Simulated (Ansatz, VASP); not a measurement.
# One calculation of Si, two programs

The input INCAR:

```
PREC = Accurate
ENCUT = 500
EDIFF = 1E-6
ISMEAR = -1
SIGMA = 0.03
LREAL = F
LASPH = T
NELM = 120
ALGO = Normal
ISIF = 2
LWAVE = F
LCHARG = F
GGA = PE
NBANDS = 8
GGA_COMPAT = F
```

File KPOINTS:

```
Automatic mesh
0
Gamma
  6 6 6
```

POSCAR

```
Si
1.0
    2.5321100000      0.0000000000      0.0000000000
    0.0000000000      2.5321100000      0.0000000000
    0.0000000000      0.0000000000      2.5321100000
Si
1
Direct
    0.5000000000      0.5000000000      0.5000000000
```

The input input.yaml:

```yaml
crystal:
  lattice:
    - [2.53211, 0.0, 0.0]
    - [0.0, 2.53211, 0.0]
    - [0.0, 0.0, 2.53211]
  atoms:
    - { symbol: Si, position: [0.5, 0.5, 0.5] }
kpoints:
  mp_grid: { grid: [6, 6, 6] }
scf:
  occupations: { method: fermi_dirac, width: 0.03 }
hamiltonian:
  xc: pbe
  pseudopotentials: { kind: all_electron, lapw: { basis_error: 0.002 } }
output:
  forces: true
  stress: true
  eigenvalues: true
```

Alike in both runs: task single point; functional PBE; k mesh 6 × 6 × 6; occupations fermi-dirac, width 0.03 eV; no spin polarisation.

```csv
,VASP,Ansatz
version,VASP 6.6.1,Ansatz 0.2.0
potentials or method,"VASP PAW PBE potentials, release 64 (Si), cutoff 500 eV","all-electron LAPW, scalar-relativistic"
```

Ansatz gave:

| Item | Value |
| --- | --- |
| gap on the k mesh at the Fermi level (eV) | none |
| pressure (GPa) | -0.3 |

Task: Which values does VASP return?

Result: gap on the k mesh at the Fermi level (eV): none; pressure (GPa): -0.4.

A gap of «none» marks a metal or a gap that the smearing closes. Ansatz ran all-electron here, and VASP with PAW potentials.

The k mesh is coarse, so the values compare programs but aren't converged. Noted on Ansatz's run: the k mesh is thin for a metal, which can move the energy by tens of meV per atom.
